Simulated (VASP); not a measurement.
Input of a VASP 6.6.1 run:

INCAR

```
ALGO = Normal
EDIFF = 1E-7
ENCUT = 520
GGA = PE
ISIF = 2
ISMEAR = -1
LASPH = True
LCHARG = True
LELF = True
LREAL = False
LVHAR = True
LWAVE = False
NBANDS = 28
NELM = 60
PREC = Accurate
SIGMA = 0.05
```

File KPOINTS:

```
k-points
0
Gamma
  6 5 6
```

File POSCAR:

```
BaTiO3
1.0
    3.7331172445     -0.4592144299      0.0223674800
   -0.3172280727      3.2783190033      3.1100811900
    0.3439641117     -2.7568714404      2.5899183700
Ba Ti O
1 1 3
Direct
    0.0036372600      0.9972694200      0.9985015400
    0.5002452300      0.5116078500      0.5101821300
    0.9983542100      0.4928168200      0.4950359800
    0.4999067000      0.5015397800      0.9945381500
    0.4978566000      0.9929861300      0.4979621900
```

Potentials or basis: VASP PAW PBE potentials, release 64 (Ba_sv, Ti_sv, O).

The run is started by

```bash
$ cat potpaw_PBE.64/Ba_sv/POTCAR potpaw_PBE.64/Ti_sv/POTCAR potpaw_PBE.64/O/POTCAR > POTCAR
$ mpirun -np 1 vasp_std > vasp.out
```

Question: Predict the pressure.

Answer: 20.6 GPa.

Question: Estimate the band gap on the k mesh.

Answer: 0.39 eV (least direct gap 0.51 eV).

Question: Estimate the largest force.

Answer: 0.766 eV/Å.

Stress tensor (GPa, compression positive):
```
 33.40  30.08  -8.67
 30.08   8.87 -17.17
 -8.67 -17.17  19.46
```

Caveat: the cell stands under pressure; spin-orbit coupling is left out, which moves the levels of the heavy elements; an odd mesh through Γ misses points on the zone boundary, where band edges can lie.
